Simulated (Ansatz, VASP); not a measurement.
# Mg2Ge2N: VASP beside Ansatz

```
CELL_PARAMETERS angstrom
4.31777 0.00000 0.00000
-2.15889 3.73930 0.00000
0.00000 0.00000 7.74453
ATOMIC_POSITIONS crystal
Mg 0.00000 0.00000 0.24720
Mg 0.00000 0.00000 0.73658
Ge 0.33333 0.66667 0.99190
Ge 0.66667 0.33333 0.99190
N 0.00000 0.00000 0.49189
```

Alike in both runs: functional PBE; k mesh 6 × 6 × 2; occupations gaussian, width 0.1 eV; no spin polarisation.

Ansatz relaxed the structure, and its values are those at the end. VASP's run is a single point on that final structure, the one shown.

|  | VASP | Ansatz |
| --- | --- | --- |
| version | VASP 6.6.1 | Ansatz 0.2.0 |
| potentials or method | VASP PAW PBE potentials, release 64 (Mg, Ge_d, N), cutoff 520 eV | scalar-relativistic, plane waves, PAW |
| valence electrons in the cell | 37 | 53 |

VASP gave:

```
gap on the k mesh at the Fermi level (eV) : none
pressure (GPa)                            : 0.0
rms of the force components (eV/Å)        : 0.027
```

Which values does Ansatz return?

gap on the k mesh at the Fermi level (eV): none; pressure (GPa): 0.0; rms of the force components (eV/Å): 0.014.

A gap of «none» marks a metal or a gap that the smearing closes. VASP's potentials hold 37 valence electrons a cell and Ansatz's 53, so a difference there can come from the potentials and not from the codes.

The k mesh is coarse, so the values compare programs but aren't converged.
